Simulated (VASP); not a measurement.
# LiF in VASP: settings compared

Aim: see how the results for LiF move with the level of theory and the settings. Levels: PBE, LDA, PBEsol. Tasks: electric field gradients.

All numbers are computed with VASP 6.6.1; they aren't measurements. Logs are shortened: lines on timing, memory, paths and dates and some standing lists are left out, and cuts for length are marked.

## (1) The cell of the first run

It takes space group R-3m (No. 166, trigonal). The conventional cell has a = 2.877 Å, b = 2.877 Å, c = 6.837 Å, α = 90.00°, β = 90.00°, γ = 120.00°. Within 2.7 Å of Li (site symmetry -3m) lie 6 F at 2.01 Å. Within 2.7 Å of F (site symmetry -3m) lie 6 Li at 2.01 Å.

## (2) Electric field gradients, PBE (equal xy, yz and zx shear strains of -2 %)

The input, INCAR:

```
SYSTEM = LiF
PREC     = Accurate       ! precision mode
ENCUT    = 520            ! plane-wave cutoff, eV
EDIFF    = 1E-8           ! SCF threshold, eV
ISMEAR   = -1             ! smearing method
SIGMA    = 0.03           ! smearing width, eV
LREAL    = .FALSE.        ! projectors in reciprocal space
LASPH    = .TRUE.         ! aspherical terms in the spheres
NELM     = 100            ! most SCF steps
ALGO     = Normal         ! electronic algorithm
ISIF     = 2              ! what is computed and relaxed
LWAVE    = .FALSE.        ! write WAVECAR
LCHARG   = .FALSE.        ! write CHGCAR
GGA      = PE             ! functional
LEFG     = .TRUE.       
NBANDS   = 12             ! bands
```

The input, KPOINTS:

```
regular mesh
0
G
  10 10 10
  0 0 0
```

The input, POSCAR:

```
LiF
1.0
   -0.0402800000      1.9938600000      1.9938600000
    1.9938600000     -0.0402800000      1.9938600000
    1.9938600000      1.9938600000     -0.0402800000
Li F
1 1
Direct
    0.0000000000      0.0000000000      0.0000000000
    0.5000000000      0.5000000000      0.5000000000
```

Potentials or basis: VASP PAW PBE potentials, release 64 (Li_sv, F).

Run with:

```console
> cat potpaw_PBE.64/Li_sv/POTCAR potpaw_PBE.64/F/POTCAR > POTCAR
> mpirun -np 1 vasp_std > vasp.out
```

OUTCAR:

```text
SYSTEM = LiF
   PREC = Accurate
   ENCUT = 520
   EDIFF = 1E-8
   ISMEAR = -1
   LREAL = .FALSE.
   LASPH = .TRUE.
   NELM = 100
   ISIF = 2
   GGA = PE

 ion  position               nearest neighbor table
   1  0.000  0.000  0.000-   2 2.01   2 2.01   2 2.01   2 2.01   2 2.01   2 2.01
   2  0.500  0.500  0.500-   1 2.01   1 2.01   1 2.01   1 2.01   1 2.01   1 2.01

  LATTYP: Found a trigonal (rhomboedric) cell.
 ALAT       =     2.8200315384
 COS(alpha) =     0.4797000918

  Lattice vectors:

 A1 = (  -0.0402800000,   1.9938600000,   1.9938600000)
 A2 = (   1.9938600000,  -0.0402800000,   1.9938600000)
 A3 = (   1.9938600000,   1.9938600000,  -0.0402800000)

Analysis of symmetry for initial positions (statically):
=====================================================================
 Subroutine PRICEL returns:
 Original cell was already a primitive cell.

 Routine SETGRP: Setting up the symmetry group for a
 trigonal (rhombohedral) supercell.

 Subroutine GETGRP returns: Found 12 space group operations
 (whereof 12 operations were pure point group operations)
 out of a pool of 12 trial point group operations.

The static configuration has the point symmetry D_3d.

Analysis of symmetry for dynamics (positions and initial velocities):
=====================================================================
 Subroutine PRICEL returns:
 Original cell was already a primitive cell.

 Routine SETGRP: Setting up the symmetry group for a
 trigonal (rhombohedral) supercell.

 Subroutine GETGRP returns: Found 12 space group operations
 (whereof 12 operations were pure point group operations)
 out of a pool of 12 trial point group operations.

The dynamic configuration has the point symmetry D_3d.

 Subroutine INISYM returns: Found 12 space group operations
 (whereof 12 operations are pure point group operations),
 and found     1 'primitive' translations

----------------------------------------------------------------------------------------

                                     Primitive cell

  volume of cell :      16.3334

  direct lattice vectors                    reciprocal lattice vectors
    -0.040280000  1.993860000  1.993860000    -0.243295918  0.248312329  0.248312329
     1.993860000 -0.040280000  1.993860000     0.248312329 -0.243295918  0.248312329
     1.993860000  1.993860000 -0.040280000     0.248312329  0.248312329 -0.243295918

  length of vectors
     2.820031538  2.820031538  2.820031538     0.427212979  0.427212979  0.427212979

  position of ions in fractional coordinates (direct lattice)
     0.000000000  0.000000000  0.000000000
     0.500000000  0.500000000  0.500000000

  ion indices of the primitive-cell ions
   primitive index   ion index
                 1           1
                 2           2

----------------------------------------------------------------------------------------

 KPOINTS: regular mesh

Automatic generation of k-mesh.
 Grid dimensions read from file:
 generate k-points for:   10   10   10

 Generating k-lattice:

  Cartesian coordinates                     Fractional coordinates (reciprocal lattice)
    -0.024329592  0.024831233  0.024831233     0.100000000  0.000000000  0.000000000
     0.024831233 -0.024329592  0.024831233     0.000000000  0.100000000  0.000000000
     0.024831233  0.024831233 -0.024329592     0.000000000  0.000000000  0.100000000

  Length of vectors
     0.042721298  0.042721298  0.042721298

  Shift w.r.t. Gamma in fractional coordinates (k-lattice)
     0.000000000  0.000000000  0.000000000

 Subroutine IBZKPT returns following result:
 ===========================================

 Found    116 irreducible k-points:

 Following reciprocal coordinates:
            Coordinates               Weight
  0.000000  0.000000  0.000000      1.000000
  0.100000 -0.000000 -0.000000      6.000000
  0.200000 -0.000000 -0.000000      6.000000
  0.300000  0.000000 -0.000000      6.000000
  0.400000  0.000000 -0.000000      6.000000
  0.500000  0.000000 -0.000000      3.000000
[... 16 lines left out ...]
  0.300000  0.300000 -0.000000      6.000000
  0.400000  0.300000  0.000000     12.000000
 [... further k-points ...]
   k-points           NKPTS =    116   k-points in BZ     NKDIM =    116   number of bands    NBANDS=     12
   number of dos      NEDOS =    301   number of ions     NIONS =      2
   total plane-waves  NPLWV =  13824
   dimension x,y,z NGX =    24 NGY =   24 NGZ =   24
   dimension x,y,z NGXF=    48 NGYF=   48 NGZF=   48
   ions per type =               1   1
   NGX,Y,Z   is equivalent  to a cutoff of  14.15, 14.15, 14.15 a.u.
   NGXF,Y,Z  is equivalent  to a cutoff of  28.30, 28.30, 28.30 a.u.
 SYSTEM =  LiF
   PREC   = accura    normal or accurate (medium, high low for compatibility)
   ISTART =      0    job   : 0-new  1-cont  2-samecut
   ICHARG =      2    charge: 1-file 2-atom 10-const
   ISPIN  =      1    spin polarized calculation?
   LNONCOLLINEAR =      F non collinear calculations
   LSORBIT =      F    spin-orbit coupling
   LASPH  =      T    aspherical Exc in radial PAW
   ENCUT  =  520.0 eV  38.22 Ry    6.18 a.u.   5.24  5.24  5.24*2*pi/ulx,y,z
   NELM   =    100;   NELMIN=  2; NELMDL= -5     # of ELM steps
   EDIFF  = 0.1E-07   stopping-criterion for ELM
   LREAL  =      F    real-space projection
   EDIFFG = 0.1E-06   stopping-criterion for IOM
   NSW    =      0    number of steps for IOM
   IBRION =     -1    ionic relax: 0-MD 1-quasi-New 2-CG
   NFREE  =      0    steps in history (QN), initial steepest desc. (CG)
   ISIF   =      2    stress and relaxation
   ISYM   =      2    0-nonsym 1-usesym 2-fastsym
   POTIM  = 0.5000    time-step for ionic-motion
   TEBEG  =    0.0;   TEEND  =   0.0 temperature during run
   PSTRESS=    0.0 pullay stress
   NELECT =      10.0000    total number of electrons
   NUPDOWN=      -1.0000    fix difference up-down
   EMIN   =  10.00;   EMAX   =-10.00  energy-range for DOS
   EFERMI =   0.00;   METHOD = LEGACY
   ISMEAR =    -1;   SIGMA  =   0.03  broadening in eV -4-tet -1-fermi 0-gaus
   EFERMI_NEDOS =   21; number of points for ismear=-14 and -15
   IALGO  =     38    algorithm
   IMIX   =      4    mixing-type and parameters
     AMIX     =   0.40;   BMIX     =  1.00
     AMIX_MAG =   1.60;   BMIX_MAG =  1.00
  volume/ion in A,a.u.               =       8.17        55.11
  Fermi-wavevector in a.u.,A,eV,Ry     =   1.390110  2.626927 26.291968  1.932405
  Thomas-Fermi vector in A             =   2.514076
   LORBIT       =      0    0 simple, 1 ext, 2 COOP (PROOUT), +10 PAW based schemes
   GGA     = PE    functional components
   LHFCALC =     F    Hartree Fock is set to
   AEXX    =    0.0000 exact exchange contribution
   IVDW    =     0    specifies the selected vdW correction
   LEPSILON=     F    determine dielectric tensor
   LRPA    =     F    only Hartree local field effects (RPA)
 non-spin polarized calculation
  energy-cutoff  :      520.00
  volume of cell :       16.33
 maximum number of plane-waves:       455
 NGX is ok and might be reduce to    24
   NGX = 11   NGY = 11   NGZ = 11

 number of electron      10.0000000 magnetization

 number of electron       9.9999996 magnetization

 Free energy of the ion-electron system (eV)
  ---------------------------------------------------
  ext. energy  EPLUGINS =         0.00000000
  ---------------------------------------------------
  free energy    TOTEN  =        -9.63377601 eV

  energy without entropy =       -9.63377601  energy(sigma->0) =       -9.63377601

 E-fermi :  -0.0899     XC(G=0):  -9.9841

 val. band max:       -0.9099299063   @ k =   0.0000   0.0000   0.0000
 cond. band min:       8.0740599273   @ k =   0.0000   0.0000   0.0000
 fundamental gap:      8.9839898337
 Fermi energy:        -0.0898985249

 k-point     1 :       0.0000    0.0000    0.0000
  band No.  band energies     occupation
      1     -41.9395      2.00000
      2     -20.9897      2.00000
      3      -1.0652      2.00000
      4      -1.0652      2.00000
      5      -0.9099      2.00000
      6       8.0741      0.00000
      7      22.8403      0.00000
      8      22.8403      0.00000
      9      22.9787      0.00000
     10      22.9787      0.00000
     11      23.1326      0.00000
     12      24.0143      0.00000

 k-point     2 :       0.1000   -0.0000   -0.0000
  band No.  band energies     occupation
      1     -41.9340      2.00000
      2     -20.9520      2.00000
      3      -1.3365      2.00000
      4      -1.0843      2.00000
      5      -0.9477      2.00000
      6       8.3647      0.00000
      7      20.0936      0.00000
      8      21.5721      0.00000
      9      21.9726      0.00000
     10      24.0422      0.00000
     11      24.4730      0.00000
     12      24.8492      0.00000

 k-point     3 :       0.2000   -0.0000   -0.0000
  band No.  band energies     occupation
      1     -41.9198      2.00000
      2     -20.8516      2.00000
      3      -2.0157      2.00000
      4      -1.1334      2.00000
      5      -1.0139      2.00000
      6       9.0134      0.00000
      7      17.6770      0.00000
      8      20.1282      0.00000
      9      20.4944      0.00000
     10      25.3448      0.00000
     11      25.4361      0.00000
     12      26.2390      0.00000
[... 286 lines left out ...]
 k-point    23 :       0.3000    0.3000   -0.0000
  band No.  band energies     occupation
      1     -41.8902      2.00000
      2     -20.5709      2.00000
      3      -2.9155      2.00000
      4      -1.7538      2.00000
      5      -1.5972      2.00000
      6      11.2395      0.00000
      7      16.8929      0.00000
      8      18.0547      0.00000
      9      19.2045      0.00000
     10      19.6133      0.00000
     11      33.3731      0.00000
     12      33.5312      0.00000

 k-point    24 :       0.4000    0.3000    0.0000
  band No.  band energies     occupation
      1     -41.8795      2.00000
      2     -20.4622      2.00000
      3      -3.3362      2.00000
      4      -1.9553      2.00000
      5      -1.6922      2.00000
      6      12.0626      0.00000
      7      15.7711      0.00000
      8      17.5003      0.00000
      9      19.3508      0.00000
     10      20.0461      0.00000
     11      32.8341      0.00000
     12      33.9717      0.00000

 [... further k-points ...]
[... 5 lines left out ...]
  --------------------------------------------------------------------------------------
  -------------------------------------------------------------------------------------
  Total        0.1741962      0.1741962      0.1741962      0.1221283      0.1221283      0.1221283
  in kB       17.0872422     17.0872422     17.0872422     11.9798030     11.9798030     11.9798030
  external PRESSURE =      17.0872422 kB  Pullay stress =       0.0000000 kB

 VOLUME and BASIS-vectors are now :
 -----------------------------------------------------------------------------
  energy-cutoff  :      520.00
  volume of cell :       16.33
      direct lattice vectors                 reciprocal lattice vectors
    -0.040280000  1.993860000  1.993860000    -0.243295918  0.248312329  0.248312329
     1.993860000 -0.040280000  1.993860000     0.248312329 -0.243295918  0.248312329
     1.993860000  1.993860000 -0.040280000     0.248312329  0.248312329 -0.243295918

 POSITION                                       TOTAL-FORCE (eV/Angst)
 -----------------------------------------------------------------------------------
      0.00000      0.00000      0.00000        -0.000000      0.000000     -0.000000
      1.97372      1.97372      1.97372         0.000000     -0.000000      0.000000
 -----------------------------------------------------------------------------------
    total drift:                               -0.000000     -0.000000      0.000000

  FREE ENERGIE OF THE ION-ELECTRON SYSTEM (eV)
  ---------------------------------------------------
  free  energy   TOTEN  =        -9.6337760063 eV

  energy  without entropy=       -9.6337760063  energy(sigma->0) =       -9.63377601

 Electric field gradients (V/A^2)
---------------------------------------------------------------------
 ion       V_xx      V_yy      V_zz      V_xy      V_xz      V_yz
---------------------------------------------------------------------
   1       0.000     0.000     0.000     0.097     0.097     0.097
   2       0.000    -0.000    -0.000    -2.537    -2.537    -2.537
---------------------------------------------------------------------

 Electric field gradients after diagonalization (V/A^2)
 (convention: |V_zz| > |V_xx| > |V_yy|)
----------------------------------------------------------------------
 ion       V_xx      V_yy      V_zz     asymmetry (V_yy - V_xx)/ V_zz
----------------------------------------------------------------------
   1      -0.097    -0.097     0.195       0.000
   2       2.537     2.537    -5.074       0.000
----------------------------------------------------------------------

           NMR quadrupolar parameters

 Cq : quadrupolar parameter    Cq=e*Q*V_zz/h
 eta: asymmetry parameters     (V_yy - V_xx)/ V_zz
 Q  : nuclear electric quadrupole moment in mb (millibarn)
----------------------------------------------------------------------
 ion       Cq(MHz)       eta       Q (mb)
----------------------------------------------------------------------
   1       0.000       0.000       1.000
   2      -0.012       0.000       1.000
----------------------------------------------------------------------
```

Wall time 8 s (1 thread of Intel Xeon 6975P-C (Granite Rapids), shared host); peak memory 0.14 GiB.

Results:

```
Free energy            : -9.6338 eV
Band gap on the k mesh : 8.98 eV, direct
```

Levels at points of the mesh, in eV from the valence-band top:
| k point | band 1 | band 2 | band 3 | band 4 | band 5 | band 6 | band 7 | band 8 | band 9 | band 10 |
| --- | --- | --- | --- | --- | --- | --- | --- | --- | --- | --- |
| (0.00, 0.00, 0.00) | -41.03 | -20.08 | -0.16 | -0.16 | 0.00 | 8.98 | 23.75 | 23.75 | 23.89 | 23.89 |
| (0.50, 0.00, 0.00) | -40.97 | -19.66 | -2.63 | -0.34 | -0.26 | 10.70 | 16.53 | 18.75 | 19.11 | 30.34 |
| (0.50, 0.50, 0.00) | -40.96 | -19.38 | -3.11 | -1.19 | -1.01 | 14.70 | 16.35 | 17.37 | 19.94 | 20.34 |
| (0.50, 0.50, 0.50) | -40.97 | -19.59 | -2.60 | -0.42 | -0.42 | 10.56 | 16.97 | 18.41 | 18.41 | 30.03 |

Electric field gradients, principal values (V/Å²):
```
atom   least  middle  greatest (by size)
1 Li  -0.097  -0.097               0.195
 2 F   2.537   2.537              -5.074
```

Caveat: the cell differs from its parent crystal (equal xy, yz and zx shear strains of -2 %); the cutoff is under 1.25 times the usual one of these potentials, so pressure, stress and relaxed cells hold a basis-set (Pulay) error; without QUAD_EFG the Cq values of the log hold for a quadrupole moment of 1 mb, not for the nuclei. A k mesh can miss the band edges.

## (3) Electric field gradients, PBE (equal xy, yz and zx shear strains of +1 %)

The input, INCAR:

```
SYSTEM = LiF
PREC = Accurate ; ENCUT = 520
EDIFF = 1E-8 ; ISMEAR = -1
SIGMA = 0.03 ; LREAL = .False.
LASPH = .True. ; NELM = 80
ALGO = Normal ; ISIF = 2
LWAVE = .False. ; LCHARG = .False.
GGA = PE ; LEFG = .True.
NBANDS = 12
```

The input, KPOINTS:

```
Automatic mesh
0
Gamma
  10 10 10
  0 0 0
```

The input, POSCAR:

```
LiF
1.0
    0.0201400000      2.0240700000      2.0240700000
    2.0240700000      0.0201400000      2.0240700000
    2.0240700000      2.0240700000      0.0201400000
Li F
1 1
Direct
    0.0000000000      0.0000000000      0.0000000000
    0.5000000000      0.5000000000      0.5000000000
```

Potentials or basis: VASP PAW PBE potentials, release 64 (Li_sv, F).

Run with:

```console
> cat potpaw_PBE.64/Li_sv/POTCAR potpaw_PBE.64/F/POTCAR > POTCAR
> mpirun -np 1 vasp_std > vasp.out
```

OUTCAR:

```text
SYSTEM = LiF
   PREC = Accurate
   ENCUT = 520
   EDIFF = 1E-8
   ISMEAR = -1
   LREAL = .False.
   LASPH = .True.
   NELM = 80
   ISIF = 2
   GGA = PE

 ion  position               nearest neighbor table
   1  0.000  0.000  0.000-   2 2.01   2 2.01   2 2.01   2 2.01   2 2.01   2 2.01
   2  0.500  0.500  0.500-   1 2.01   1 2.01   1 2.01   1 2.01   1 2.01   1 2.01

  LATTYP: Found a trigonal (rhomboedric) cell.
 ALAT       =     2.8625380957
 COS(alpha) =     0.5099250056

  Lattice vectors:

 A1 = (   0.0201400000,   2.0240700000,   2.0240700000)
[... 576 lines left out ...]
  free  energy   TOTEN  =        -9.6366072551 eV

  energy  without entropy=       -9.6366072551  energy(sigma->0) =       -9.63660726

 Electric field gradients (V/A^2)
---------------------------------------------------------------------
 ion       V_xx      V_yy      V_zz      V_xy      V_xz      V_yz
---------------------------------------------------------------------
   1      -0.000    -0.000    -0.000    -0.052    -0.052    -0.052
   2       0.000    -0.000    -0.000     1.337     1.337     1.337
---------------------------------------------------------------------

 Electric field gradients after diagonalization (V/A^2)
 (convention: |V_zz| > |V_xx| > |V_yy|)
----------------------------------------------------------------------
 ion       V_xx      V_yy      V_zz     asymmetry (V_yy - V_xx)/ V_zz
----------------------------------------------------------------------
   1       0.052     0.052    -0.105       0.000
   2      -1.337    -1.337     2.674       0.000
----------------------------------------------------------------------

           NMR quadrupolar parameters

 Cq : quadrupolar parameter    Cq=e*Q*V_zz/h
 eta: asymmetry parameters     (V_yy - V_xx)/ V_zz
 Q  : nuclear electric quadrupole moment in mb (millibarn)
----------------------------------------------------------------------
 ion       Cq(MHz)       eta       Q (mb)
----------------------------------------------------------------------
   1      -0.000       0.000       1.000
   2       0.006       0.000       1.000
----------------------------------------------------------------------
```

Wall time 7.8 s (1 thread of Intel Xeon 6975P-C (Granite Rapids), shared host); peak memory 0.14 GiB.

What came out:

```
Free energy            : -9.6366 eV
Band gap on the k mesh : 9.06 eV, direct
```

Levels at points of the mesh, in eV from the valence-band top:
| k point | band 2 | band 3 | band 4 | band 5 | band 6 | band 7 | band 8 | band 9 |
| --- | --- | --- | --- | --- | --- | --- | --- | --- |
| (0.00, 0.00, 0.00) | -20.00 | -0.08 | 0.00 | 0.00 | 9.06 | 23.81 | 23.97 | 24.00 |
| (0.50, 0.00, 0.00) | -19.56 | -2.54 | -0.29 | -0.25 | 10.72 | 16.77 | 18.72 | 18.89 |
| (0.50, 0.50, 0.00) | -19.30 | -3.03 | -1.07 | -0.98 | 14.78 | 16.44 | 17.43 | 20.12 |
| (0.50, 0.50, 0.50) | -19.59 | -2.56 | -0.21 | -0.21 | 10.80 | 16.55 | 19.06 | 19.06 |

Electric field gradients, principal values (V/Å²):
| atom | least | middle | greatest (by size) |
| --- | --- | --- | --- |
| 1 Li | 0.052 | 0.052 | -0.105 |
| 2 F | -1.337 | -1.337 | 2.674 |

Caveat: the cell differs from its parent crystal (equal xy, yz and zx shear strains of +1 %); the cutoff is under 1.25 times the usual one of these potentials, so pressure, stress and relaxed cells hold a basis-set (Pulay) error; without QUAD_EFG the Cq values of the log hold for a quadrupole moment of 1 mb, not for the nuclei.

(Continued in part 2 of 2.)
